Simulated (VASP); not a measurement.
Runs of VASP 6.6.1 on AlP. The structure is that of space group F-43m (No. 216), or close to it. The cells are those of the table. 

```tsv
cell	gap on the mesh (eV)	pressure (GPa)
a = 3.859 Å, angles 60.0°, 2 atoms	1.58	(c)
a = 3.854 Å, angles 60.0°, 2 atoms	(b)	0.0
a = 3.655 Å, angles 60.0°, 2 atoms	(a)	19.4
a = 3.741 Å, angles 60.0°, 2 atoms	1.37	9.5
```

Alike in all rows: task single point; level PBE+D3(BJ); potentials or basis VASP PAW PBE potentials, release 64 (Al, P); no spin polarisation; k mesh 8 × 8 × 8; cutoff (eV) 500; smearing gaussian 0.01 eV.

**Question.** Fill in the values left out.

**Answer.** (a) 1.20; (b) 1.57; (c) -0.3.

Caveats: three body term missing.

A k mesh can miss the band edges.
